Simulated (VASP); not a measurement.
Runs of VASP 6.6.1 on BaS. The structure is that of space group Fm-3m (No. 225), or close to it. The cells are those of the table. 

```csv
cell,gap on the mesh (eV),pressure (GPa)
"a = 4.498, b = 4.498, c = 4.529 Å, angles 60.2, 60.2, 90.0°, 2 atoms",2.45,1.4
"a = 4.589, b = 4.589, c = 4.558 Å, angles 59.8, 59.8, 90.0°, 2 atoms",2.48,-0.2
"a = 4.566, b = 4.566, c = 4.551 Å, angles 59.9, 59.9, 90.0°, 2 atoms",(b),0.2
"a = 4.566, b = 4.566, c = 4.548 Å, angles 59.9, 59.9, 90.0°, 2 atoms",2.48,0.2
"a = 4.521, b = 4.521, c = 4.536 Å, angles 60.1, 60.1, 90.0°, 2 atoms",2.47,(a)
```

Alike in all rows: task single point; level r2SCAN; potentials or basis VASP PAW PBE potentials, release 64 (Ba_sv, S); no spin polarisation; k mesh 6 × 6 × 6; cutoff (eV) 520; smearing gaussian 0.01 eV.

Problem. Estimate the missing entries.

Solution. (a) 0.9; (b) 2.49.

Caveats: the PAW data sets were made with another functional, which shifts forces and pressure a little; spin-orbit coupling is left out, which moves the levels of the heavy elements.

A k mesh can miss the band edges, and the runs leave out spin-orbit coupling on Ba.
